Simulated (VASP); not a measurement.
# KCl: single point with r2SCAN

KCl:

```xyz
2
Lattice="0.0000 3.2823 2.9036 3.2823 0.0000 2.9036 3.2823 3.2823 0.0000" Properties=species:S:1:pos:R:3 pbc="T T T"
K     0.0000    0.0000    0.0000
Cl    3.2823    3.2823    2.9036
```

This cell differs from its parent crystal: strain +0.040 along x and y, -0.080 along z.

```json
{"Program": "VASP 6.6.1", "Task": "single point", "Functional": "r2SCAN", "Potentials or basis": "VASP PAW PBE potentials, release 64 (K_sv, Cl)", "Cutoff": "550 eV", "k mesh": "6 × 6 × 6", "Occupations": "gaussian, width 0.05 eV", "Spin": "no spin polarisation"}
```

```
Pressure               : 0.9 GPa
Band gap on the k mesh : 5.65 eV
```

Stress tensor (GPa, compression positive):
```
-1.28  0.00  0.00
 0.00 -1.28  0.00
 0.00  0.00  5.24
```

Levels at points of the mesh, in eV from the valence-band top:
```csv
k point,band 4,band 5,band 6,band 7,band 8,band 9,band 10,band 11,band 12,band 13
"(0.00, 0.00, 0.00)",-11.04,-11.04,-0.13,-0.13,0.00,5.65,8.72,8.72,9.51,9.64
"(0.50, 0.00, 0.00)",-11.05,-10.70,-1.16,-0.44,-0.44,7.99,9.07,11.18,11.34,11.58
"(0.50, 0.50, 0.00)",-11.11,-11.11,-0.56,-0.43,-0.43,6.78,9.28,11.01,11.25,11.64
"(0.50, 0.00, 0.50)",-11.11,-11.06,-0.83,-0.28,-0.21,7.06,8.97,10.28,11.10,11.51
```

It took 4.5 min on 1 thread of AMD EPYC 7R13, with other jobs on the host, peak memory 0.2 GiB.

Caveat: the cell differs from its parent crystal (strain +0.040 along x and y, -0.080 along z); the PAW data sets were made with another functional, which shifts forces and pressure a little.
